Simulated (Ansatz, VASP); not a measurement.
# ZnO2 in VASP and in Ansatz

The input INCAR:

```
SYSTEM = ZnO2
PREC = Accurate
ENCUT = 520
EDIFF = 1E-6
ISMEAR = 0
SIGMA = 0.1
LREAL = .False.
LASPH = .True.
NELM = 150
ALGO = Normal
ISIF = 2
LWAVE = .False.
LCHARG = .False.
ISPIN = 2
MAGMOM = 0 0 1 1 1 1
LORBIT = 11
LDIPOL = .True.
IDIPOL = 3
DIPOL = 0.5 0.5 0.500
GGA = PE
IVDW = 12
NBANDS = 37
```

File KPOINTS:

```
regular mesh
0
Gamma
  6 6 1
  0 0 0
```

POSCAR

```
ZnO2
1.0
    2.8819234100      0.0000000000      0.0000000000
   -1.4409617000      2.4958191400      0.0000000000
    0.0000000000      0.0000000000     21.0000000000
Zn O
2 4
Direct
    0.6666666700      0.3333333300      0.3861667800
    0.0000000000      0.0000000000      0.6138332200
    0.0000000000      0.0000000000      0.4378571400
    0.3333333300      0.6666666700      0.3379854400
    0.3333333300      0.6666666700      0.5621428600
    0.6666666700      0.3333333300      0.6620145600
```

Input for Ansatz:

```yaml
crystal:
  lattice:
    - [2.88192341, 0.0, 0.0]
    - [-1.4409617, 2.49581914, 0.0]
    - [0.0, 0.0, 21.0]
  atoms:
    - { symbol: Zn, position: [0.66666667, 0.33333333, 0.38616678] }
    - { symbol: Zn, position: [0.0, 0.0, 0.61383322] }
    - { symbol: O, position: [0.0, 0.0, 0.43785714], spin: 1.0 }
    - { symbol: O, position: [0.33333333, 0.66666667, 0.33798544], spin: 1.0 }
    - { symbol: O, position: [0.33333333, 0.66666667, 0.56214286], spin: 1.0 }
    - { symbol: O, position: [0.66666667, 0.33333333, 0.66201456], spin: 1.0 }
  periodic: [true, true, false]
basis:
  ecutwfc: 420
kpoints:
  mp_grid: { grid: [6, 6, 1] }
hamiltonian:
  xc: pbe
  dispersion: d3bj
scf:
  occupations: { method: gaussian, width: 0.1 }
  lower_state_search: "off"
output:
  forces: true
  stress: true
  eigenvalues: true
  populations: true
magnetization:
  spin_polarized: true
```

Alike in both runs: task single point; functional PBE; dispersion D3(BJ); k mesh 6 × 6 × 1; occupations gaussian, width 0.1 eV; collinear spin.

|  | VASP | Ansatz |
| --- | --- | --- |
| version | VASP 6.6.1 | Ansatz 0.2.0 |
| potentials or method | VASP PAW PBE potentials, release 64 (Zn, O), cutoff 520 eV | scalar-relativistic, plane waves, PAW |
| valence electrons in the cell | 48 | 48 |

```csv
,VASP,Ansatz,Ansatz less VASP
gap on the k mesh at the Fermi level (eV),0.07,0.09,+0.021
least direct gap on the mesh (eV),0.08,0.09,+0.008
rms of the force components (eV/Å),0.215,0.194,-0.0214
net moment per atom (μB),0.67,0.67,0.000
size of the moment on the site where the two differ most (μB),0.23,0.28,+0.045
```

Site moments also hang on the region over which each program counts them. Atom by atom the forces differ by 0.062 eV/Å (rms over components). Ansatz's warnings: slab cell height set, structure snapped to symmetry.
